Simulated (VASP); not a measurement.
# GaSb (F-43m) in VASP: further runs

Runs on GaSb. Level: LDA. Tasks: relaxation of cell and atoms, single point.

Program: VASP 6.6.1. These are calculated values, not measurements. Logs are shortened: lines on timing, memory, paths and dates and some standing lists are left out, and cuts for length are marked.

**1. The cell of the first run**

It takes space group F-43m (No. 216, cubic). The conventional cell has a = 6.050 Å, b = 6.050 Å, c = 6.050 Å, α = 90.00°, β = 90.00°, γ = 90.00°. Ga (site symmetry -43m) has 4 Sb at 2.62 Å within 3.5 Å. Within 3.5 Å of Sb (site symmetry -43m) lie 4 Ga at 2.62 Å.

**2. Relaxation of cell and atoms, LDA**

INCAR

```
ALGO     = Normal         # electronic algorithm
EDIFF    = 1E-7           # SCF threshold, eV
EDIFFG   = -0.001         # ionic threshold
ENCUT    = 600            # plane-wave cutoff, eV
GGA      = CA             # functional
IBRION   = 2              # ionic algorithm
ISIF     = 3              # what is computed and relaxed
ISMEAR   = -1             # smearing method
LASPH    = True           # aspherical terms in the spheres
LCHARG   = False          # write CHGCAR
LREAL    = False          # projectors in reciprocal space
LWAVE    = False          # write WAVECAR
NELM     = 80             # most SCF steps
NSW      = 80             # ionic steps
PREC     = Accurate       # precision mode
SIGMA    = 0.15           # smearing width, eV
```

KPOINTS

```
k-points
0
Gamma
  12 12 12
```

POSCAR

```
GaSb
1.0
    0.0000000000      3.0250672251      3.0250672251
    3.0250672251      0.0000000000      3.0250672251
    3.0250672251      3.0250672251      0.0000000000
Ga Sb
1 1
Direct
    0.0000000000      0.0000000000      0.0000000000
    0.7500000000      0.7500000000      0.7500000000
```

Potentials or basis: VASP PAW LDA potentials, release 64 (Ga_d, Sb).

On the command line:

```
$ cat potpaw_LDA.64/Ga_d/POTCAR potpaw_LDA.64/Sb/POTCAR > POTCAR
$ mpirun -np 1 vasp_std > vasp.out
```

OUTCAR:

```text
EDIFF = 1E-7
   EDIFFG = -0.001
   ENCUT = 600
   GGA = CA
   IBRION = 2
   ISIF = 3
   ISMEAR = -1
   LASPH = True
   LREAL = False
   NELM = 80
   NSW = 80
   PREC = Accurate

 ion  position               nearest neighbor table
   1  0.000  0.000  0.000-   2 2.62   2 2.62   2 2.62   2 2.62
   2  0.750  0.750  0.750-   1 2.62   1 2.62   1 2.62   1 2.62

  LATTYP: Found a face centered cubic cell.
 ALAT       =     6.0501344502

  Lattice vectors:

 A1 = (   0.0000000000,   3.0250672251,   3.0250672251)
 A2 = (   3.0250672251,   0.0000000000,   3.0250672251)
 A3 = (   3.0250672251,   3.0250672251,   0.0000000000)

Analysis of symmetry for initial positions (statically):
=====================================================================
 Subroutine PRICEL returns:
 Original cell was already a primitive cell.

 Routine SETGRP: Setting up the symmetry group for a
 face centered cubic supercell.

 Subroutine GETGRP returns: Found 24 space group operations
 (whereof 24 operations were pure point group operations)
 out of a pool of 48 trial point group operations.

The static configuration has the point symmetry T_d .

Analysis of symmetry for dynamics (positions and initial velocities):
=====================================================================
 Subroutine PRICEL returns:
 Original cell was already a primitive cell.

 Routine SETGRP: Setting up the symmetry group for a
 face centered cubic supercell.

 Subroutine GETGRP returns: Found 24 space group operations
 (whereof 24 operations were pure point group operations)
 out of a pool of 48 trial point group operations.

The dynamic configuration has the point symmetry T_d .

 Subroutine INISYM returns: Found 24 space group operations
 (whereof 24 operations are pure point group operations),
 and found     1 'primitive' translations

----------------------------------------------------------------------------------------

                                     Primitive cell

  volume of cell :      55.3650

  direct lattice vectors                    reciprocal lattice vectors
     0.000000000  3.025067225  3.025067225    -0.165285583  0.165285583  0.165285583
     3.025067225  0.000000000  3.025067225     0.165285583 -0.165285583  0.165285583
     3.025067225  3.025067225  0.000000000     0.165285583  0.165285583 -0.165285583

  length of vectors
     4.278091097  4.278091097  4.278091097     0.286283028  0.286283028  0.286283028

  position of ions in fractional coordinates (direct lattice)
     0.000000000  0.000000000  0.000000000
     0.750000000  0.750000000  0.750000000

  ion indices of the primitive-cell ions
   primitive index   ion index
                 1           1
                 2           2

----------------------------------------------------------------------------------------

 KPOINTS: k-points

Automatic generation of k-mesh.
 Grid dimensions read from file:
 generate k-points for:   12   12   12

 Generating k-lattice:

  Cartesian coordinates                     Fractional coordinates (reciprocal lattice)
    -0.013773799  0.013773799  0.013773799     0.083333333  0.000000000  0.000000000
     0.013773799 -0.013773799  0.013773799     0.000000000  0.083333333  0.000000000
     0.013773799  0.013773799 -0.013773799     0.000000000  0.000000000  0.083333333

  Length of vectors
     0.023856919  0.023856919  0.023856919

  Shift w.r.t. Gamma in fractional coordinates (k-lattice)
     0.000000000  0.000000000  0.000000000

 Subroutine IBZKPT returns following result:
 ===========================================

 Found     72 irreducible k-points:

 Following reciprocal coordinates:
            Coordinates               Weight
  0.000000  0.000000  0.000000      1.000000
  0.083333  0.000000  0.000000      8.000000
  0.166667  0.000000  0.000000      8.000000
  0.250000  0.000000  0.000000      8.000000
  0.333333  0.000000  0.000000      8.000000
  0.416667  0.000000  0.000000      8.000000
[... 16 lines left out ...]
  0.500000  0.166667  0.000000     24.000000
 -0.416667  0.166667  0.000000     24.000000
 [... further k-points ...]
   k-points           NKPTS =     72   k-points in BZ     NKDIM =     72   number of bands    NBANDS=     13
   number of dos      NEDOS =    301   number of ions     NIONS =      2
   total plane-waves  NPLWV =  46656
   dimension x,y,z NGX =    36 NGY =   36 NGZ =   36
   dimension x,y,z NGXF=    72 NGYF=   72 NGZF=   72
   ions per type =               1   1
   NGX,Y,Z   is equivalent  to a cutoff of  13.99, 13.99, 13.99 a.u.
   NGXF,Y,Z  is equivalent  to a cutoff of  27.98, 27.98, 27.98 a.u.
 SYSTEM =  unknown system
   PREC   = accura    normal or accurate (medium, high low for compatibility)
   ISTART =      0    job   : 0-new  1-cont  2-samecut
   ICHARG =      2    charge: 1-file 2-atom 10-const
   ISPIN  =      1    spin polarized calculation?
   LNONCOLLINEAR =      F non collinear calculations
   LSORBIT =      F    spin-orbit coupling
   LASPH  =      T    aspherical Exc in radial PAW
   ENCUT  =  600.0 eV  44.10 Ry    6.64 a.u.   8.54  8.54  8.54*2*pi/ulx,y,z
   NELM   =     80;   NELMIN=  2; NELMDL= -5     # of ELM steps
   EDIFF  = 0.1E-06   stopping-criterion for ELM
   LREAL  =      F    real-space projection
   EDIFFG = -.1E-02   stopping-criterion for IOM
   NSW    =     80    number of steps for IOM
   IBRION =      2    ionic relax: 0-MD 1-quasi-New 2-CG
   NFREE  =      1    steps in history (QN), initial steepest desc. (CG)
   ISIF   =      3    stress and relaxation
   ISYM   =      2    0-nonsym 1-usesym 2-fastsym
   POTIM  = 0.5000    time-step for ionic-motion
   TEBEG  =    0.0;   TEEND  =   0.0 temperature during run
   PSTRESS=    0.0 pullay stress
   NELECT =      18.0000    total number of electrons
   NUPDOWN=      -1.0000    fix difference up-down
   EMIN   =  10.00;   EMAX   =-10.00  energy-range for DOS
   EFERMI =   0.00;   METHOD = LEGACY
   ISMEAR =    -1;   SIGMA  =   0.15  broadening in eV -4-tet -1-fermi 0-gaus
   EFERMI_NEDOS =   21; number of points for ismear=-14 and -15
   IALGO  =     38    algorithm
   IMIX   =      4    mixing-type and parameters
     AMIX     =   0.40;   BMIX     =  1.00
     AMIX_MAG =   1.60;   BMIX_MAG =  1.00
  volume/ion in A,a.u.               =      27.68       186.81
  Fermi-wavevector in a.u.,A,eV,Ry     =   1.125695  2.127255 17.241148  1.267189
  Thomas-Fermi vector in A             =   2.262373
   LORBIT       =      0    0 simple, 1 ext, 2 COOP (PROOUT), +10 PAW based schemes
   GGA     = CA    functional components
   LHFCALC =     F    Hartree Fock is set to
   AEXX    =    0.0000 exact exchange contribution
   IVDW    =     0    specifies the selected vdW correction
   LEPSILON=     F    determine dielectric tensor
   LRPA    =     F    only Hartree local field effects (RPA)
 conjugate gradient relaxation of ions
 non-spin polarized calculation
  energy-cutoff  :      600.00
  volume of cell :       55.36
 maximum number of plane-waves:      1873
 NGX is ok and might be reduce to    36
   NGX = 17   NGY = 17   NGZ = 17

--------------------------------------- Ionic step        1  -------------------------------------------

 number of electron      18.0000004 magnetization

 Free energy of the ion-electron system (eV)
  ---------------------------------------------------
  ext. energy  EPLUGINS =         0.00000000
  ---------------------------------------------------
  free energy    TOTEN  =        -8.67562255 eV

  energy without entropy =       -8.66929548  energy(sigma->0) =       -8.67245901

------------------------ aborting loop because EDIFF is reached ----------------------------------------

  FORCE on cell =-STRESS in cart. coord.  units (eV):
  Direction    XX          YY          ZZ          XY          YZ          ZX
  --------------------------------------------------------------------------------------
  -------------------------------------------------------------------------------------
  Total        0.0606252      0.0606252      0.0606252      0.0000000      0.0000000      0.0000000
  in kB        1.7544003      1.7544003      1.7544003      0.0000000      0.0000000      0.0000000
  external PRESSURE =       1.7544003 kB  Pullay stress =       0.0000000 kB
[... 165 lines left out ...]
  energy  without entropy=       -8.6693272026  energy(sigma->0) =       -8.67253288

--------------------------------------- Ionic step        6  -------------------------------------------

 number of electron      18.0000005 magnetization

 Free energy of the ion-electron system (eV)
  ---------------------------------------------------
  ext. energy  EPLUGINS =         0.00000000
  ---------------------------------------------------
  free energy    TOTEN  =        -8.67573858 eV

  energy without entropy =       -8.66932667  energy(sigma->0) =       -8.67253263

 E-fermi :   5.1837     XC(G=0):  -9.5271

 val. band max:        5.0814512302   @ k =   0.0000   0.0000   0.0000
 cond. band min:       5.3529839442   @ k =   0.5000   0.0000   0.0000
 fundamental gap:      0.2715327140
 Fermi energy:         5.1836675982

 k-point     1 :       0.0000    0.0000    0.0000
  band No.  band energies     occupation
      1     -10.2126      2.00000
      2     -10.2126      2.00000
      3     -10.2126      2.00000
      4     -10.1585      2.00000
      5     -10.1585      2.00000
      6      -6.7381      2.00000
      7       4.9903      1.56795
      8       4.9903      1.56795
      9       4.9903      1.56795
     10       5.0815      1.32812
     11       7.7331      0.00000
     12       7.7331      0.00000
     13       7.7331      0.00000
[... 353 lines left out ...]
 k-point    24 :      -0.4167    0.1667    0.0000
  band No.  band energies     occupation
      1     -10.2466      2.00000
      2     -10.1983      2.00000
      3     -10.1972      2.00000
      4     -10.1604      2.00000
      5     -10.1588      2.00000
      6      -4.8402      2.00000
      7      -1.4713      2.00000
      8       2.1290      2.00000
      9       3.4593      1.99998
     10       6.6554      0.00011
     11       8.7159      0.00000
     12       9.5383      0.00000
     13      11.8933      0.00000

 [... further k-points ...]

------------------------ aborting loop because EDIFF is reached ----------------------------------------

  FORCE on cell =-STRESS in cart. coord.  units (eV):
  Direction    XX          YY          ZZ          XY          YZ          ZX
  --------------------------------------------------------------------------------------
  -------------------------------------------------------------------------------------
  Total        0.0006350      0.0006350      0.0006350      0.0000000      0.0000000     -0.0000000
  in kB        0.0183131      0.0183131      0.0183131      0.0000000      0.0000000     -0.0000000
  external PRESSURE =       0.0183131 kB  Pullay stress =       0.0000000 kB
[... 17 lines left out ...]
  FREE ENERGIE OF THE ION-ELECTRON SYSTEM (eV)
  ---------------------------------------------------
  free  energy   TOTEN  =        -8.6757385785 eV

  energy  without entropy=       -8.6693266743  energy(sigma->0) =       -8.67253263

 reached required accuracy - stopping structural energy minimisation
```

Wall time 2.5 min (1 thread of Intel Xeon Platinum 8375C at 2.90GHz (Ice Lake), shared host); peak memory 0.22 GiB.

Results:

```yaml
Free_energy: -8.6757 eV
Relaxed_volume: 27.78 Å³/atom
Relaxed_cell: a = 4.283 Å, b = 4.283 Å, c = 4.283 Å, α = 60.00°, β = 60.00°, γ = 60.00°
Space_group_after_relaxing_to_0.05_Å: F-43m (No. 216)
Energy_gained_by_relaxing: 0.1 meV/atom
Ionic_steps: 6
Pressure_after_relaxing: 0.0 GPa
```

The path:
```tsv
step	energy change (eV)	largest force (eV/Å)	pressure (GPa)	volume (Å³)
1	0.0000	0.0000	0.18	55.36
2	-0.0001	0.0000	-0.05	55.61
3	-0.0001	0.0000	-0.01	55.56
4	-0.0001	0.0000	0.01	55.56
5	-0.0001	0.0000	0.01	55.56
6	-0.0001	0.0000	0.00	55.56
```

Final structure:
```cif
data_structure
_symmetry_space_group_name_H-M 'P 1'
_symmetry_Int_Tables_number 1
_cell_length_a 4.2830
_cell_length_b 4.2830
_cell_length_c 4.2830
_cell_angle_alpha 60.000
_cell_angle_beta 60.000
_cell_angle_gamma 60.000
_cell_volume 55.56
loop_
_atom_site_label
_atom_site_type_symbol
_atom_site_fract_x
_atom_site_fract_y
_atom_site_fract_z
_atom_site_occupancy
Ga1 Ga 0.00000 0.00000 0.00000 1
Sb1 Sb 0.75000 0.75000 0.75000 1
```

Caveat: spin-orbit coupling is left out, which moves the levels of the heavy elements.

(Part 1 of 2 ends here.)
